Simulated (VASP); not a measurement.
# Hf3N2 (R-3m) in VASP: single point with PBEsol

Aim: the single point of Hf3N2 with PBEsol.

Program: VASP 6.6.1. These are calculated values, not measurements. Logs are shortened: lines on timing, memory, paths and dates and some standing lists are left out, and cuts for length are marked.

## Step 1: The cell of the first run

It takes space group R-3m (No. 166, trigonal). The conventional cell has a = 3.199 Å, b = 3.199 Å, c = 23.265 Å, α = 90.00°, β = 90.00°, γ = 120.00°. Within 3.0 Å of Hf (site symmetry 3m) lie 3 N at 2.29 Å. Within 3.0 Å of Hf (site symmetry -3m) lie 6 N at 2.24 Å. Within 3.0 Å of N (site symmetry 3m) lie 6 Hf at 2.24 to 2.29 Å.

## Step 2: Single point, PBEsol

The input, INCAR:

```
  PREC = Accurate
  ENCUT = 520
  EDIFF = 1E-7
  ISMEAR = 1
  SIGMA = 0.1
  LREAL = False
  LASPH = True
  NELM = 60
  ALGO = Normal
  ISIF = 2
  LWAVE = False
  LCHARG = False
  GGA = PS
  NBANDS = 28
```

The input, KPOINTS:

```
Automatic mesh
0
Gamma
  9 9 9
```

The input, POSCAR:

```
Hf3N2
1.0
    1.5994260000      0.9234290000      7.7548430000
   -1.5994260000      0.9234290000      7.7548430000
    0.0000000000     -1.8468580000      7.7548430000
Hf N
3 2
Direct
    0.7794190000      0.7794190000      0.7794190000
    0.2205810000      0.2205810000      0.2205810000
    0.0000000000      0.0000000000      0.0000000000
    0.6119160000      0.6119160000      0.6119160000
    0.3880840000      0.3880840000      0.3880840000
```

Potentials or basis: VASP PAW PBE potentials, release 64 (Hf_pv, N).

Launch:

```bash
> cat potpaw_PBE.64/Hf_pv/POTCAR potpaw_PBE.64/N/POTCAR > POTCAR
> mpirun -np 1 vasp_std > vasp.out
```

OUTCAR:

```text
PREC = Accurate
   ENCUT = 520
   EDIFF = 1E-7
   ISMEAR = 1
   LREAL = False
   LASPH = True
   NELM = 60
   ISIF = 2
   GGA = PS

 ion  position               nearest neighbor table
   1  0.779  0.779  0.779-   5 2.29   5 2.29   5 2.29   2 3.12   2 3.12   2 3.12   3 3.21   3 3.21
                             3 3.21
   2  0.221  0.221  0.221-   4 2.29   4 2.29   4 2.29   1 3.12   1 3.12   1 3.12   3 3.21   3 3.21
                             3 3.21
   3  0.000  0.000  0.000-   4 2.24   5 2.24   4 2.24   4 2.24   5 2.24   5 2.24   2 3.21   1 3.21
                             2 3.21   1 3.21   2 3.21   1 3.21
   4  0.612  0.612  0.612-   3 2.24   3 2.24   3 2.24   2 2.29   2 2.29   2 2.29
   5  0.388  0.388  0.388-   3 2.24   3 2.24   3 2.24   1 2.29   1 2.29   1 2.29

  LATTYP: Found a trigonal (rhomboedric) cell.
 ALAT       =     7.9717297121
 COS(alpha) =     0.9194893805

  Lattice vectors:

 A1 = (   1.5994260000,   0.9234290000,   7.7548430000)
 A2 = (  -1.5994260000,   0.9234290000,   7.7548430000)
 A3 = (   0.0000000000,  -1.8468580000,   7.7548430000)

Analysis of symmetry for initial positions (statically):
=====================================================================
 Subroutine PRICEL returns:
 Original cell was already a primitive cell.

 Routine SETGRP: Setting up the symmetry group for a
 trigonal (rhombohedral) supercell.

 Subroutine GETGRP returns: Found 12 space group operations
 (whereof 12 operations were pure point group operations)
 out of a pool of 12 trial point group operations.

The static configuration has the point symmetry D_3d.

Analysis of symmetry for dynamics (positions and initial velocities):
=====================================================================
 Subroutine PRICEL returns:
 Original cell was already a primitive cell.

 Routine SETGRP: Setting up the symmetry group for a
 trigonal (rhombohedral) supercell.

 Subroutine GETGRP returns: Found 12 space group operations
 (whereof 12 operations were pure point group operations)
 out of a pool of 12 trial point group operations.

The dynamic configuration has the point symmetry D_3d.

 Subroutine INISYM returns: Found 12 space group operations
 (whereof 12 operations are pure point group operations),
 and found     1 'primitive' translations

----------------------------------------------------------------------------------------

                                     Primitive cell

  volume of cell :      68.7214

  direct lattice vectors                    reciprocal lattice vectors
     1.599426000  0.923429000  7.754843000     0.312612150  0.180486715  0.042983892
    -1.599426000  0.923429000  7.754843000    -0.312612150  0.180486715  0.042983892
     0.000000000 -1.846858000  7.754843000     0.000000000 -0.360973430  0.042983892

  length of vectors
     7.971729712  7.971729712  7.971729701     0.363523624  0.363523624  0.363523633

  position of ions in fractional coordinates (direct lattice)
     0.779419000  0.779419000  0.779419000
     0.220581000  0.220581000  0.220581000
     0.000000000  0.000000000  0.000000000
     0.611916000  0.611916000  0.611916000
     0.388084000  0.388084000  0.388084000

  ion indices of the primitive-cell ions
   primitive index   ion index
                 1           1
                 2           2
                 3           3
                 4           4
                 5           5

----------------------------------------------------------------------------------------

 KPOINTS: Automatic mesh

Automatic generation of k-mesh.
 Grid dimensions read from file:
 generate k-points for:    9    9    9

 Generating k-lattice:

  Cartesian coordinates                     Fractional coordinates (reciprocal lattice)
     0.034734683  0.020054079  0.004775988     0.111111111  0.000000000 -0.000000000
    -0.034734683  0.020054079  0.004775988     0.000000000  0.111111111 -0.000000000
     0.000000000 -0.040108159  0.004775988    -0.000000000 -0.000000000  0.111111111

  Length of vectors
     0.040391514  0.040391514  0.040391515

  Shift w.r.t. Gamma in fractional coordinates (k-lattice)
     0.000000000  0.000000000  0.000000000

 Subroutine IBZKPT returns following result:
 ===========================================

 Found     85 irreducible k-points:

 Following reciprocal coordinates:
            Coordinates               Weight
  0.000000  0.000000  0.000000      1.000000
  0.111111  0.000000 -0.000000      6.000000
  0.222222  0.000000  0.000000      6.000000
  0.333333  0.000000  0.000000      6.000000
  0.444444  0.000000  0.000000      6.000000
  0.111111  0.111111 -0.000000      6.000000
[... 16 lines left out ...]
 -0.333333  0.333333  0.000000      6.000000
  0.444444  0.444444  0.000000      6.000000
 [... further k-points ...]
   k-points           NKPTS =     85   k-points in BZ     NKDIM =     85   number of bands    NBANDS=     28
   number of dos      NEDOS =    301   number of ions     NIONS =      5
   total plane-waves  NPLWV = 216000
   dimension x,y,z NGX =    60 NGY =   60 NGZ =   60
   dimension x,y,z NGXF=   120 NGYF=  120 NGZF=  120
   ions per type =               3   2
   NGX,Y,Z   is equivalent  to a cutoff of  12.51, 12.51, 12.51 a.u.
   NGXF,Y,Z  is equivalent  to a cutoff of  25.03, 25.03, 25.03 a.u.
 SYSTEM =  unknown system
   PREC   = accura    normal or accurate (medium, high low for compatibility)
   ISTART =      0    job   : 0-new  1-cont  2-samecut
   ICHARG =      2    charge: 1-file 2-atom 10-const
   ISPIN  =      1    spin polarized calculation?
   LNONCOLLINEAR =      F non collinear calculations
   LSORBIT =      F    spin-orbit coupling
   LASPH  =      T    aspherical Exc in radial PAW
   ENCUT  =  520.0 eV  38.22 Ry    6.18 a.u.  14.82 14.82 14.82*2*pi/ulx,y,z
   NELM   =     60;   NELMIN=  2; NELMDL= -5     # of ELM steps
   EDIFF  = 0.1E-06   stopping-criterion for ELM
   LREAL  =      F    real-space projection
   EDIFFG = 0.1E-05   stopping-criterion for IOM
   NSW    =      0    number of steps for IOM
   IBRION =     -1    ionic relax: 0-MD 1-quasi-New 2-CG
   NFREE  =      0    steps in history (QN), initial steepest desc. (CG)
   ISIF   =      2    stress and relaxation
   ISYM   =      2    0-nonsym 1-usesym 2-fastsym
   POTIM  = 0.5000    time-step for ionic-motion
   TEBEG  =    0.0;   TEEND  =   0.0 temperature during run
   PSTRESS=    0.0 pullay stress
   NELECT =      40.0000    total number of electrons
   NUPDOWN=      -1.0000    fix difference up-down
   EMIN   =  10.00;   EMAX   =-10.00  energy-range for DOS
   EFERMI =   0.00;   METHOD = LEGACY
   ISMEAR =     1;   SIGMA  =   0.10  broadening in eV -4-tet -1-fermi 0-gaus
   EFERMI_NEDOS =   21; number of points for ismear=-14 and -15
   IALGO  =     38    algorithm
   IMIX   =      4    mixing-type and parameters
     AMIX     =   0.40;   BMIX     =  1.00
     AMIX_MAG =   1.60;   BMIX_MAG =  1.00
  volume/ion in A,a.u.               =      13.74        92.75
  Fermi-wavevector in a.u.,A,eV,Ry     =   1.366881  2.583031 25.420648  1.868365
  Thomas-Fermi vector in A             =   2.492983
   LORBIT       =      0    0 simple, 1 ext, 2 COOP (PROOUT), +10 PAW based schemes
   GGA     = PS    functional components
   LHFCALC =     F    Hartree Fock is set to
   AEXX    =    0.0000 exact exchange contribution
   IVDW    =     0    specifies the selected vdW correction
   LEPSILON=     F    determine dielectric tensor
   LRPA    =     F    only Hartree local field effects (RPA)
 non-spin polarized calculation
 Methfessel and Paxton  Order N= 1 SIGMA  =   0.10
  energy-cutoff  :      520.00
  volume of cell :       68.72
 maximum number of plane-waves:      1868
   NGX = 29   NGY = 29   NGZ = 29

 number of electron      40.0000000 magnetization

 Free energy of the ion-electron system (eV)
  ---------------------------------------------------
  ext. energy  EPLUGINS =         0.00000000
  ---------------------------------------------------
  free energy    TOTEN  =       -56.79512743 eV

  energy without entropy =      -56.79391468  energy(sigma->0) =      -56.79472318

 E-fermi :   6.5230     XC(G=0): -12.3981

 val. band max:        6.5208121940   @ k =   0.4444   0.4444   0.3333
 cond. band min:       6.5261715282   @ k =   0.3333   0.2222   0.1111
 fundamental gap:      0.0053593342
 Fermi energy:         6.5229747503

 k-point     1 :       0.0000    0.0000    0.0000
  band No.  band energies     occupation
      1     -24.9043      2.00000
      2     -24.3945      2.00000
      3     -24.3945      2.00000
      4     -24.1580      2.00000
      5     -23.6147      2.00000
      6     -23.5448      2.00000
[... 20 lines left out ...]
     27       9.3290      0.00000
     28      10.2766      0.00000

 k-point     2 :       0.1111    0.0000   -0.0000
  band No.  band energies     occupation
      1     -24.8824      2.00000
      2     -24.4977      2.00000
      3     -24.4137      2.00000
      4     -24.1177      2.00000
      5     -23.6615      2.00000
      6     -23.5795      2.00000
[... 20 lines left out ...]
     27       9.5798      0.00000
     28      10.2804      0.00000

 k-point     3 :       0.2222    0.0000    0.0000
  band No.  band energies     occupation
      1     -24.8273      2.00000
      2     -24.7256      2.00000
      3     -24.4620      2.00000
      4     -24.0482      2.00000
      5     -23.8183      2.00000
      6     -23.7462      2.00000
[... 20 lines left out ...]
     27      10.6485      0.00000
     28      10.8629      0.00000

 k-point     4 :       0.3333    0.0000    0.0000
  band No.  band energies     occupation
      1     -24.9689      2.00000
      2     -24.7601      2.00000
      3     -24.5162      2.00000
      4     -24.0532      2.00000
      5     -23.9983      2.00000
      6     -23.8650      2.00000
[... 578 lines left out ...]
     27      11.6410      0.00000
     28      12.4074      0.00000

 k-point    23 :      -0.3333    0.3333    0.0000
  band No.  band energies     occupation
      1     -24.9146      2.00000
      2     -24.9136      2.00000
      3     -24.6652      2.00000
      4     -24.0340      2.00000
      5     -24.0007      2.00000
      6     -23.9685      2.00000
[... 20 lines left out ...]
     27      11.7235      0.00000
     28      11.9876      0.00000

 k-point    24 :       0.4444    0.4444    0.0000
  band No.  band energies     occupation
      1     -25.1243      2.00000
      2     -24.7044      2.00000
      3     -24.5518      2.00000
      4     -24.1836      2.00000
      5     -24.1050      2.00000
      6     -23.7849      2.00000
[... 20 lines left out ...]
     27      12.0214      0.00000
     28      12.4811      0.00000

 [... further k-points ...]

------------------------ aborting loop because EDIFF is reached ----------------------------------------

  FORCE on cell =-STRESS in cart. coord.  units (eV):
  Direction    XX          YY          ZZ          XY          YZ          ZX
  --------------------------------------------------------------------------------------
  -------------------------------------------------------------------------------------
  Total       -1.3547860     -1.3547859     -1.8175020      0.0000000      0.0000000      0.0000000
  in kB      -31.5856172    -31.5856150    -42.3734250      0.0000000      0.0000000      0.0000000
  external PRESSURE =     -35.1815524 kB  Pullay stress =       0.0000000 kB

 VOLUME and BASIS-vectors are now :
 -----------------------------------------------------------------------------
  energy-cutoff  :      520.00
  volume of cell :       68.72
      direct lattice vectors                 reciprocal lattice vectors
     1.599426000  0.923429000  7.754843000     0.312612150  0.180486715  0.042983892
    -1.599426000  0.923429000  7.754843000    -0.312612150  0.180486715  0.042983892
     0.000000000 -1.846858000  7.754843000     0.000000000 -0.360973430  0.042983892

 POSITION                                       TOTAL-FORCE (eV/Angst)
 -----------------------------------------------------------------------------------
      0.00000      0.00000     18.13282         0.000000      0.000000     -0.326399
      0.00000      0.00000      5.13171         0.000000     -0.000000      0.326399
      0.00000      0.00000      0.00000         0.000000      0.000000      0.000000
      0.00000      0.00000     14.23594         0.000000      0.000000     -0.206833
      0.00000      0.00000      9.02859         0.000000      0.000000      0.206833
 -----------------------------------------------------------------------------------
    total drift:                               -0.000000     -0.000000     -0.000000

  FREE ENERGIE OF THE ION-ELECTRON SYSTEM (eV)
  ---------------------------------------------------
  free  energy   TOTEN  =       -56.7951274336 eV

  energy  without entropy=      -56.7939146814  energy(sigma->0) =      -56.79472318
```

Wall time 9.7 min (1 thread of Intel Xeon Platinum 8488C (Sapphire Rapids), shared host); peak memory 0.55 GiB.

Results:

| Property | Result |
| --- | --- |
| Free energy | -56.7951 eV |
| Pressure | -3.5 GPa |
| Largest force | 0.326 eV/Å |
| Band gap on the k mesh | zero (band 20 reaches 7.23 eV, above the bottom of band 21 at 6.30 eV) |

Forces on the atoms (eV/Å):
```
Hf   0.000  0.000 -0.326
Hf   0.000  0.000  0.326
Hf   0.000  0.000  0.000
N    0.000  0.000 -0.207
N    0.000  0.000  0.207
```

Caveat: the PAW data sets were made with another functional, which shifts forces and pressure a little; spin-orbit coupling is left out, which moves the levels of the heavy elements.
